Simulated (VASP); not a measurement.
**CdSe: single point with HSE06**

Crystal: CdSe.

```xyz
2
Lattice="-0.1549 3.0368 3.0368 3.0368 -0.1549 3.0368 3.0368 3.0368 -0.1549" Properties=species:S:1:pos:R:3 pbc="T T T"
Cd   -0.0298   -0.0298   -0.0298
Se    1.5095    1.5095    1.5095
```

This cell differs from its parent crystal: epitaxial 111 strain +4.0%.

```yaml
Program: VASP 6.6.1
Task: single point
Functional: HSE06
Potentials_or_basis: VASP PAW PBE potentials, release 64 (Cd, Se)
Cutoff: 520 eV
k_mesh: 6 × 6 × 6
Occupations: gaussian, width 0.01 eV
Spin: no spin polarisation
```

```
Pressure               : -1.8 GPa
Largest force          : 0.011 eV/Å
Band gap on the k mesh : 1.20 eV, direct
```

Forces in eV/Å, atoms in the order of the input:
```
Cd   0.006  0.006  0.006
Se  -0.006 -0.006 -0.006
```

Stress tensor (GPa, compression positive):
```
-1.77  1.11  1.11
 1.11 -1.77  1.11
 1.11  1.11 -1.77
```

Levels at points of the mesh, in eV from the valence-band top:
```csv
k point,band 7,band 8,band 9,band 10,band 11,band 12
"(0.00, 0.00, 0.00)",-0.23,-0.23,0.00,1.20,6.57,6.57
"(0.50, 0.00, 0.00)",-4.44,-0.89,-0.64,3.25,7.37,7.42
"(0.50, 0.50, 0.00)",-4.14,-2.06,-1.65,3.72,4.69,9.60
"(0.50, 0.50, 0.50)",-4.23,-1.02,-1.02,2.70,6.90,6.90
```

Wall time 33 min on 1 thread of Intel(R) Xeon(R) 6975P-C (Granite Rapids), with other jobs on the host, peak memory 0.33 GiB.

Caveat: the cell differs from its parent crystal (epitaxial 111 strain +4.0%); the PAW data sets were made with another functional, which shifts forces and pressure a little.
